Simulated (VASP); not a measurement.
Crystal: As.

```
As
1.0
     1.91081    1.10321    3.55410
    -1.91081    1.10321    3.55410
     0.00000   -2.20642    3.55410
As
2
Direct
  0.22637 0.22637 0.22637
  0.77363 0.77363 0.77363
```

```yaml
Program: VASP 6.6.1
Task: relaxation of shape and atoms at fixed volume
Functional: r2SCAN
Potentials_or_basis: VASP PAW PBE potentials, release 64 (As)
Cutoff: 600 eV
k_mesh: 14 × 14 × 14
Occupations: gaussian, width 0.05 eV
Spin: no spin polarisation
```

At the start: pressure -1.5 GPa; volume 22.48 Å³/atom.

Problem. Where does the relaxation end?

Solution. Over 4 steps the energy falls by 5.7 meV/atom; space group R-3m (No. 166, to 0.1 Å) before and after.

Step by step:
```
step  energy change (eV)  largest force (eV/Å)  pressure (GPa)  volume (Å³)
   1              0.0000                0.1403           -1.49        44.95
   2             -0.0048                0.0649           -0.96        44.95
   3             -0.0095                0.1371            0.35        44.95
   4             -0.0115                0.0133            0.40        44.95
```

Final structure:
```
As
1.0
     1.87568    1.08292    3.68850
    -1.87568    1.08292    3.68850
     0.00000   -2.16585    3.68850
As
2
Direct
  0.22468 0.22468 0.22468
  0.77532 0.77532 0.77532
```

Caveat: the PAW data sets were made with another functional, which shifts forces and pressure a little.
